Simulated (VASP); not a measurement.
Here is a VASP 6.6.1 calculation.

Contents of POSCAR:

```
Pd
1.0
   -1.5510313546      1.5510313546      1.5510313546
    1.5510313546     -1.5510313546      1.5510313546
    1.5510313546      1.5510313546     -1.5510313546
Pd
1
Direct
    0.0000000000      0.0000000000      0.0000000000
```

The input INCAR.step1:

```
SYSTEM = Pd
PREC = Accurate
ENCUT = 520
ISMEAR = -1
SIGMA = 0.05
LREAL = .FALSE.
LASPH = .TRUE.
NELM = 60
NBANDS = 11
GGA = PE
ALGO = Normal
EDIFF = 1E-4
LWAVE = .TRUE.
LCHARG = .FALSE.
```

File INCAR.step2:

```
SYSTEM = Pd
PREC = Accurate
ENCUT = 520
EDIFF = 1E-6
ISMEAR = -1
SIGMA = 0.05
LREAL = .FALSE.
LASPH = .TRUE.
NELM = 60
ALGO = Normal
ISIF = 2
LWAVE = .FALSE.
LCHARG = .TRUE.
METAGGA = R2SCAN
LMIXTAU = .TRUE.
LELF = .TRUE.
LVHAR = .TRUE.
NBANDS = 11
ISTART = 1
```

The input KPOINTS:

```
regular mesh
0
G
  10 10 10
  0 0 0
```

Potentials or basis: VASP PAW PBE potentials, release 64 (Pd).

Command:

```console
$ cat potpaw_PBE.64/Pd/POTCAR > POTCAR
$ cp INCAR.step1 INCAR
$ mpirun -np 1 vasp_std > vasp.out
$ cp INCAR.step2 INCAR
$ mpirun -np 1 vasp_std > vasp.out
```

Question: What does it give for the band gap on the k mesh?

Answer: Zero (band 5 reaches 10.05 eV, above the bottom of band 6 at 8.40 eV).

Question: What does it give for the pressure?

Answer: 2.1 GPa.

Caveat: the PAW data sets were made with another functional, which shifts forces and pressure a little.
